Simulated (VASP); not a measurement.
# GaPt2F (P6/mmm) in VASP: further runs

GaPt2F is run at these levels: PBE; tasks: single point.

All numbers are computed with VASP 6.6.1; they aren't measurements. Logs are shortened: lines on timing, memory, paths and dates and some standing lists are left out, and cuts for length are marked.

### Step 1. The cell of the first run

It takes space group P6/mmm (No. 191, hexagonal). Conventional cell: a = 2.842 Å, b = 2.842 Å, c = 8.876 Å, α = 90.00°, β = 90.00°, γ = 120.00°. Within 3.1 Å of Ga (site symmetry 6/mmm) lie 2 Pt at 2.33 Å and 6 Ga at 2.84 Å. Within 2.9 Å of Pt (site symmetry 6mm) lie 1 F at 2.11 Å and 1 Ga at 2.33 Å and 6 Pt at 2.84 Å. Within 2.9 Å of F (site symmetry 6/mmm) lie 2 Pt at 2.11 Å and 6 F at 2.84 Å.

The cell was generated, and may not be a known phase.

### Step 2. Single point, PBE

File INCAR:

```
ALGO = Normal
EDIFF = 1E-6
ENCUT = 700
GGA = PE
GGA_COMPAT = False
ISIF = 2
ISMEAR = 0
LASPH = True
LCHARG = False
LREAL = False
LWAVE = False
NBANDS = 36
NELM = 120
PREC = Accurate
SIGMA = 0.1
```

File KPOINTS:

```
k-points
0
Gamma
  6 6 4
```

File POSCAR:

```
GaPt2F
1.0
    2.8420476706      0.0000000000      0.0000000000
   -1.4210238353      2.4612854815      0.0000000000
    0.0000000000      0.0000000000      8.8761822833
Ga Pt F
1 2 1
Direct
    0.0000000000      0.0000000000      0.0000000000
    0.0000000000      0.0000000000      0.2621320730
    0.0000000000      0.0000000000      0.7378679270
    0.0000000000      0.0000000000      0.5000000000
```

Potentials or basis: VASP PAW PBE potentials, release 64 (Ga_d, Pt_sv_GW, F).

The run is started by

```
$ cat potpaw_PBE.64/Ga_d/POTCAR potpaw_PBE.64/Pt_sv_GW/POTCAR potpaw_PBE.64/F/POTCAR > POTCAR
$ mpirun -np 1 vasp_std > vasp.out
```

OUTCAR:

```text
EDIFF = 1E-6
   ENCUT = 700
   GGA = PE
   ISIF = 2
   ISMEAR = 0
   LASPH = True
   LREAL = False
   NELM = 120
   PREC = Accurate

 ion  position               nearest neighbor table
   1  0.000  0.000  0.000-   2 2.33   3 2.33
   2  0.000  0.000  0.262-   4 2.11   1 2.33
   3  0.000  0.000  0.738-   4 2.11   1 2.33
   4  0.000  0.000  0.500-   2 2.11   3 2.11

  LATTYP: Found a hexagonal cell.
 ALAT       =     2.8420476706
 C/A-ratio  =     3.1231644617

  Lattice vectors:

 A1 = (   2.8420476706,   0.0000000000,   0.0000000000)
 A2 = (  -1.4210238353,   2.4612854815,   0.0000000000)
 A3 = (   0.0000000000,   0.0000000000,   8.8761822833)

Analysis of symmetry for initial positions (statically):
=====================================================================
 Subroutine PRICEL returns:
 Original cell was already a primitive cell.

 Routine SETGRP: Setting up the symmetry group for a
 hexagonal supercell.

 Subroutine GETGRP returns: Found 24 space group operations
 (whereof 24 operations were pure point group operations)
 out of a pool of 24 trial point group operations.

The static configuration has the point symmetry D_6h.

Analysis of symmetry for dynamics (positions and initial velocities):
=====================================================================
 Subroutine PRICEL returns:
 Original cell was already a primitive cell.

 Routine SETGRP: Setting up the symmetry group for a
 hexagonal supercell.

 Subroutine GETGRP returns: Found 24 space group operations
 (whereof 24 operations were pure point group operations)
 out of a pool of 24 trial point group operations.

The dynamic configuration has the point symmetry D_6h.

 Subroutine INISYM returns: Found 24 space group operations
 (whereof 24 operations are pure point group operations),
 and found     1 'primitive' translations

----------------------------------------------------------------------------------------

                                     Primitive cell

  volume of cell :      62.0897

  direct lattice vectors                    reciprocal lattice vectors
     2.842047671  0.000000000  0.000000000     0.351858982  0.203145878  0.000000000
    -1.421023835  2.461285482  0.000000000     0.000000000  0.406291756  0.000000000
     0.000000000  0.000000000  8.876182283     0.000000000  0.000000000  0.112661048

  length of vectors
     2.842047671  2.842047671  8.876182283     0.406291756  0.406291756  0.112661048

  position of ions in fractional coordinates (direct lattice)
     0.000000000  0.000000000  0.000000000
     0.000000000  0.000000000  0.262132073
     0.000000000  0.000000000  0.737867927
     0.000000000  0.000000000  0.500000000

  ion indices of the primitive-cell ions
   primitive index   ion index
                 1           1
                 2           2
                 3           3
                 4           4

----------------------------------------------------------------------------------------

 KPOINTS: k-points

Automatic generation of k-mesh.
 Grid dimensions read from file:
 generate k-points for:    6    6    4

 Generating k-lattice:

  Cartesian coordinates                     Fractional coordinates (reciprocal lattice)
     0.058643164  0.033857646  0.000000000     0.166666667 -0.000000000  0.000000000
     0.000000000  0.067715293  0.000000000     0.000000000  0.166666667  0.000000000
     0.000000000  0.000000000  0.028165262     0.000000000  0.000000000  0.250000000

  Length of vectors
     0.067715293  0.067715293  0.028165262

  Shift w.r.t. Gamma in fractional coordinates (k-lattice)
     0.000000000  0.000000000  0.000000000

 Subroutine IBZKPT returns following result:
 ===========================================

 Found     21 irreducible k-points:

 Following reciprocal coordinates:
            Coordinates               Weight
  0.000000  0.000000  0.000000      1.000000
  0.166667 -0.000000  0.000000      6.000000
  0.333333  0.000000  0.000000      6.000000
  0.500000  0.000000  0.000000      3.000000
  0.166667  0.166667  0.000000      6.000000
  0.333333  0.166667  0.000000     12.000000
[... 13 lines left out ...]
  0.333333  0.166667  0.500000     12.000000
  0.333333  0.333333  0.500000      2.000000
   k-points           NKPTS =     21   k-points in BZ     NKDIM =     21   number of bands    NBANDS=     36
   number of dos      NEDOS =    301   number of ions     NIONS =      4
   total plane-waves  NPLWV =  62720
   dimension x,y,z NGX =    28 NGY =   28 NGZ =   80
   dimension x,y,z NGXF=    56 NGYF=   56 NGZF=  160
   ions per type =               1   2   1
   NGX,Y,Z   is equivalent  to a cutoff of  16.38, 16.38, 14.98 a.u.
   NGXF,Y,Z  is equivalent  to a cutoff of  32.76, 32.76, 29.97 a.u.
 SYSTEM =  unknown system
   PREC   = accura    normal or accurate (medium, high low for compatibility)
   ISTART =      0    job   : 0-new  1-cont  2-samecut
   ICHARG =      2    charge: 1-file 2-atom 10-const
   ISPIN  =      1    spin polarized calculation?
   LNONCOLLINEAR =      F non collinear calculations
   LSORBIT =      F    spin-orbit coupling
   LASPH  =      T    aspherical Exc in radial PAW
   ENCUT  =  700.0 eV  51.45 Ry    7.17 a.u.   6.13  6.13 19.15*2*pi/ulx,y,z
   NELM   =    120;   NELMIN=  2; NELMDL= -5     # of ELM steps
   EDIFF  = 0.1E-05   stopping-criterion for ELM
   LREAL  =      F    real-space projection
   EDIFFG = 0.1E-04   stopping-criterion for IOM
   NSW    =      0    number of steps for IOM
   IBRION =     -1    ionic relax: 0-MD 1-quasi-New 2-CG
   NFREE  =      0    steps in history (QN), initial steepest desc. (CG)
   ISIF   =      2    stress and relaxation
   ISYM   =      2    0-nonsym 1-usesym 2-fastsym
   POTIM  = 0.5000    time-step for ionic-motion
   TEBEG  =    0.0;   TEEND  =   0.0 temperature during run
   PSTRESS=    0.0 pullay stress
   NELECT =      56.0000    total number of electrons
   NUPDOWN=      -1.0000    fix difference up-down
   EMIN   =  10.00;   EMAX   =-10.00  energy-range for DOS
   EFERMI =   0.00;   METHOD = LEGACY
   ISMEAR =     0;   SIGMA  =   0.10  broadening in eV -4-tet -1-fermi 0-gaus
   EFERMI_NEDOS =   21; number of points for ismear=-14 and -15
   IALGO  =     38    algorithm
   IMIX   =      4    mixing-type and parameters
     AMIX     =   0.40;   BMIX     =  1.00
     AMIX_MAG =   1.60;   BMIX_MAG =  1.00
  volume/ion in A,a.u.               =      15.52       104.75
  Fermi-wavevector in a.u.,A,eV,Ry     =   1.581725  2.989027 34.039791  2.501854
  Thomas-Fermi vector in A             =   2.681757
   LORBIT       =      0    0 simple, 1 ext, 2 COOP (PROOUT), +10 PAW based schemes
   GGA     = PE    functional components
   LHFCALC =     F    Hartree Fock is set to
   AEXX    =    0.0000 exact exchange contribution
   IVDW    =     0    specifies the selected vdW correction
   LEPSILON=     F    determine dielectric tensor
   LRPA    =     F    only Hartree local field effects (RPA)
 non-spin polarized calculation
 Gauss-broadening in eV      SIGMA  =   0.10
  energy-cutoff  :      700.00
  volume of cell :       62.09
 maximum number of plane-waves:      2642
 NGX is ok and might be reduce to    28
   NGX = 13   NGY = 13   NGZ = 39

 number of electron      55.9999999 magnetization

 Free energy of the ion-electron system (eV)
  ---------------------------------------------------
  ext. energy  EPLUGINS =         0.00000000
  ---------------------------------------------------
  free energy    TOTEN  =       -18.60546037 eV

  energy without entropy =      -18.60050804  energy(sigma->0) =      -18.60298421

 E-fermi :   6.0141     XC(G=0): -12.0235

 val. band max:        5.7007391260   @ k =   0.0000   0.0000   0.5000
 cond. band min:       6.0495536247   @ k =   0.3333   0.1667   0.0000
 fundamental gap:      0.3488144987
 Fermi energy:         6.0140660899

 k-point     1 :       0.0000    0.0000    0.0000
  band No.  band energies     occupation
      1     -92.1672      2.00000
      2     -92.1670      2.00000
      3     -46.3932      2.00000
      4     -46.3908      2.00000
      5     -46.1037      2.00000
      6     -46.1037      2.00000
[... 28 lines left out ...]
     35      19.8479      0.00000
     36      20.9481      0.00000

 k-point     2 :       0.1667   -0.0000    0.0000
  band No.  band energies     occupation
      1     -92.1634      2.00000
      2     -92.1633      2.00000
      3     -46.3851      2.00000
      4     -46.3827      2.00000
      5     -46.1712      2.00000
      6     -46.1711      2.00000
[... 28 lines left out ...]
     35      19.8279      0.00000
     36      20.5079      0.00000

 k-point     3 :       0.3333    0.0000    0.0000
  band No.  band energies     occupation
      1     -92.1560      2.00000
      2     -92.1559      2.00000
      3     -46.3688      2.00000
      4     -46.3665      2.00000
      5     -46.3046      2.00000
      6     -46.3045      2.00000
[... 28 lines left out ...]
     35      16.5180      0.00000
     36      17.7486      0.00000

 k-point     4 :       0.5000    0.0000    0.0000
  band No.  band energies     occupation
      1     -92.1524      2.00000
      2     -92.1522      2.00000
      3     -46.3705      2.00000
      4     -46.3704      2.00000
      5     -46.3606      2.00000
      6     -46.3584      2.00000
[... 28 lines left out ...]
     35      16.5661      0.00000
     36      17.8632      0.00000

 k-point     5 :       0.1667    0.1667    0.0000
  band No.  band energies     occupation
      1     -92.1579      2.00000
      2     -92.1578      2.00000
      3     -46.3729      2.00000
      4     -46.3706      2.00000
      5     -46.2589      2.00000
      6     -46.2588      2.00000
[... 538 lines left out ...]
 k-point    19 :       0.1667    0.1667    0.5000
  band No.  band energies     occupation
      1     -92.1579      2.00000
      2     -92.1578      2.00000
      3     -46.3721      2.00000
      4     -46.3714      2.00000
      5     -46.2589      2.00000
      6     -46.2589      2.00000
[... 28 lines left out ...]
     35      17.9495      0.00000
     36      19.4908      0.00000

 k-point    20 :       0.3333    0.1667    0.5000
  band No.  band energies     occupation
      1     -92.1523      2.00000
      2     -92.1522      2.00000
      3     -46.3599      2.00000
      4     -46.3592      2.00000
      5     -46.3370      2.00000
      6     -46.3369      2.00000
[... 28 lines left out ...]
     35      15.6411      0.00000
     36      17.3306      0.00000

 k-point    21 :       0.3333    0.3333    0.5000
  band No.  band energies     occupation
      1     -92.1504      2.00000
      2     -92.1504      2.00000
      3     -46.3558      2.00000
      4     -46.3551      2.00000
      5     -46.2919      2.00000
      6     -46.2919      2.00000
[... 28 lines left out ...]
     35      14.8123      0.00000
     36      14.8123      0.00000

------------------------ aborting loop because EDIFF is reached ----------------------------------------

  FORCE on cell =-STRESS in cart. coord.  units (eV):
  Direction    XX          YY          ZZ          XY          YZ          ZX
  --------------------------------------------------------------------------------------
  -------------------------------------------------------------------------------------
  Total       -0.0621889     -0.0621889      0.2110287     -0.0000000     -0.0000000      0.0000000
  in kB       -1.6047379     -1.6047379      5.4454338     -0.0000000     -0.0000000      0.0000000
  external PRESSURE =       0.7453193 kB  Pullay stress =       0.0000000 kB

 VOLUME and BASIS-vectors are now :
 -----------------------------------------------------------------------------
  energy-cutoff  :      700.00
  volume of cell :       62.09
      direct lattice vectors                 reciprocal lattice vectors
     2.842047671  0.000000000  0.000000000     0.351858982  0.203145878  0.000000000
    -1.421023835  2.461285482  0.000000000     0.000000000  0.406291756  0.000000000
     0.000000000  0.000000000  8.876182283     0.000000000  0.000000000  0.112661048

 POSITION                                       TOTAL-FORCE (eV/Angst)
 -----------------------------------------------------------------------------------
      0.00000      0.00000      0.00000         0.000000      0.000000      0.000000
      0.00000      0.00000      2.32673        -0.000000      0.000000      0.014498
      0.00000      0.00000      6.54945         0.000000     -0.000000     -0.014498
      0.00000      0.00000      4.43809         0.000000      0.000000      0.000000
 -----------------------------------------------------------------------------------
    total drift:                               -0.000000     -0.000000      0.000000

  FREE ENERGIE OF THE ION-ELECTRON SYSTEM (eV)
  ---------------------------------------------------
  free  energy   TOTEN  =       -18.6054603726 eV

  energy  without entropy=      -18.6005080444  energy(sigma->0) =      -18.60298421
```

It took 41 s on 1 thread of AMD EPYC 9R45 (Zen 5), shared host; peak memory 0.25 GiB.

Results:

```
Free energy            : -18.6055 eV
Pressure               : 0.1 GPa
Largest force          : 0.014 eV/Å
Band gap on the k mesh : zero (bands 28 and 29 overlap by 1.51 eV)
```

Forces on the atoms (eV/Å):
```
Ga   0.000  0.000  0.000
Pt   0.000  0.000  0.014
Pt   0.000  0.000 -0.014
F    0.000  0.000  0.000
```

Stress tensor (GPa, compression positive):
```
-0.16  0.00  0.00
 0.00 -0.16  0.00
 0.00  0.00  0.54
```

Levels at points of the mesh, in eV from the Fermi level:
```
           k point  band 25  band 26  band 27  band 28  band 29  band 30  band 31  band 32  band 33  band 34
(0.00, 0.00, 0.00)    -2.41    -0.92    -0.92    -0.39    -0.39     0.26     5.56     6.21    12.89    12.89
(0.50, 0.00, 0.00)    -0.85    -0.54     0.44     0.44     0.82     1.95     3.82     3.92     6.89     8.01
(0.00, 0.00, 0.50)    -2.39    -1.02    -1.02    -0.31    -0.31     2.65     2.66     7.98    11.49    12.85
(0.50, 0.00, 0.50)    -1.35    -0.72     0.44     0.44     1.83     2.53     3.64     3.75     7.86     7.96
```

Caveat: the k points lie up to 0.43 Å⁻¹ apart, too coarse for converged energies and pressures of a metal; spin-orbit coupling is left out, which moves the levels of the heavy elements.

### Step 3. Single point, PBE

This run uses another cell than the first one, of 15.16 Å³/atom.

File INCAR:

```
SYSTEM = GaPt2F
PREC     = Accurate       ! precision mode
ENCUT    = 700            ! plane-wave cutoff, eV
EDIFF    = 1E-6           ! SCF threshold, eV
ISMEAR   = 0              ! smearing method
SIGMA    = 0.1            ! smearing width, eV
LREAL    = .False.        ! projectors in reciprocal space
LASPH    = .True.         ! aspherical terms in the spheres
NELM     = 120            ! most SCF steps
ALGO     = Normal         ! electronic algorithm
ISIF     = 2              ! what is computed and relaxed
LWAVE    = .False.        ! write WAVECAR
LCHARG   = .False.        ! write CHGCAR
GGA      = PE             ! functional
NBANDS   = 36             ! bands
GGA_COMPAT= .False.
```

File KPOINTS:

```
regular mesh
0
Gamma
  6 6 4
  0 0 0
```

File POSCAR:

```
GaPt2F
1.0
    3.3781497800      0.0000000000      0.0000000000
   -1.6890748900      2.9255635300      0.0000000000
    0.0000000000      0.0000000000      6.1358355300
Ga Pt F
1 2 1
Direct
    0.0000000000      0.0000000000      0.0000000000
    0.0000000000      0.0000000000      0.2735285200
    0.0000000000      0.0000000000      0.7264714800
    0.0000000000      0.0000000000      0.5000000000
```

Potentials or basis: VASP PAW PBE potentials, release 64 (Ga_d, Pt_sv_GW, F).

The run is started by

```
$ cat potpaw_PBE.64/Ga_d/POTCAR potpaw_PBE.64/Pt_sv_GW/POTCAR potpaw_PBE.64/F/POTCAR > POTCAR
$ mpirun -np 1 vasp_std > vasp.out
```

It took 40 s on 1 thread of Intel Xeon 6975P-C (Granite Rapids), shared host; peak memory 0.25 GiB.

Results (log left out):

| Property | Result |
| --- | --- |
| Free energy | 26.6733 eV |
| Pressure | 296.9 GPa |
| Largest force | 22.696 eV/Å |
| Band gap on the k mesh | zero (bands 28 and 29 overlap by 1.05 eV) |

Forces on the atoms (eV/Å):
```
Ga    0.000   0.000   0.000
Pt    0.000   0.000 -22.696
Pt    0.000   0.000  22.696
F     0.000   0.000   0.000
```

Stress tensor (GPa, compression positive):
```
  1.91   0.00   0.00
  0.00   1.91   0.00
  0.00   0.00 886.88
```

Levels at points of the mesh, in eV from the Fermi level:
```tsv
k point	band 24	band 25	band 26	band 27	band 28	band 29	band 30	band 31	band 32	band 33
(0.00, 0.00, 0.00)	-3.88	-3.58	-3.58	-2.57	-2.57	2.81	4.08	9.64	9.64	10.83
(0.50, 0.00, 0.00)	-2.99	-2.50	-2.36	-1.55	0.10	0.65	2.05	3.83	5.12	6.66
(0.00, 0.00, 0.50)	-3.57	-3.57	-2.85	-1.15	-0.27	-0.27	4.03	8.10	8.10	10.18
(0.50, 0.00, 0.50)	-2.54	-2.32	-1.15	-0.84	-0.41	0.69	1.00	1.46	5.37	7.21
```

Caveat: atoms lie so close that the PAW spheres overlap strongly, which falsifies energies and pressures; the stress differs along the axes, from 2 to 887 GPa; spin-orbit coupling is left out, which moves the levels of the heavy elements; forces of over 1 eV/Å act on the atoms, so gaps and moduli don't describe the material at rest.

The gap in the log of VASP goes by the Fermi energy; the results here count the filled bands.